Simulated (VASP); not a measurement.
A run of VASP 6.6.1:

Contents of INCAR:

```
SYSTEM = Ta2H
PREC = Accurate
ENCUT = 520
EDIFF = 1E-7
ISMEAR = -1
SIGMA = 0.02
LREAL = .FALSE.
LASPH = .TRUE.
NELM = 100
ALGO = Normal
ISIF = 2
LWAVE = .FALSE.
LCHARG = .FALSE.
GGA = PS
NBANDS = 18
```

File KPOINTS:

```
regular mesh
0
G
  9 9 5
  0 0 0
```

File POSCAR:

```
Ta2H
1.0
    1.7093333241     -2.3560841437      0.0000000000
    1.7093333241      2.3560841437      0.0000000000
    0.0000000000      0.0000000000      4.7276978817
Ta H
2 1
Direct
    0.0000000000      0.5000000000      0.2641612334
    0.5000000000      0.0000000000      0.7358387666
    0.0000000000      0.0000000000      0.0000000000
```

Potentials or basis: VASP PAW PBE potentials, release 64 (Ta_pv, H).

The run is started by

```console
$ cat potpaw_PBE.64/Ta_pv/POTCAR potpaw_PBE.64/H/POTCAR > POTCAR
$ mpirun -np 1 vasp_std > vasp.out
```

Hardware: 1 thread of AMD EPYC 9R45 96-Core Processor (Zen 5), on a shared host.

**Question.** How long does it take, and how much memory?

**Answer.** It took 17 s on 1 thread of AMD EPYC 9R45 96-Core Processor (Zen 5), with other jobs on the host, peak memory 0.15 GiB. Counts: scf iterations 13, k points 75.
